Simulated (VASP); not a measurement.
Input of a VASP 6.6.1 run:

File INCAR:

```
SYSTEM = Ir
ALGO = Normal
EDIFF = 1E-6
ENCUT = 500
GGA = PE
GGA_COMPAT = .False.
ISIF = 2
ISMEAR = -1
LASPH = .True.
LCHARG = .True.
LELF = .True.
LREAL = .False.
LVHAR = .True.
LWAVE = .False.
NBANDS = 10
NELM = 120
PREC = Accurate
SIGMA = 0.05
```

KPOINTS

```
k-points
0
Gamma
  18 18 18
  0 0 0
```

The input POSCAR:

```
Ir
1.0
    0.0000000000      1.9101728940      1.9388970000
    1.9101728940      0.0000000000      1.9388970000
    1.9101728940      1.9101728940      0.0000000000
Ir
1
Direct
    0.0000000000      0.0000000000      0.0000000000
```

Potentials or basis: VASP PAW PBE potentials, release 64 (Ir).

Command:

```console
$ cat potpaw_PBE.64/Ir/POTCAR > POTCAR
$ mpirun -np 1 vasp_std > vasp.out
```

(1) Estimate the pressure.

## Answers

(1) 9.7 GPa.
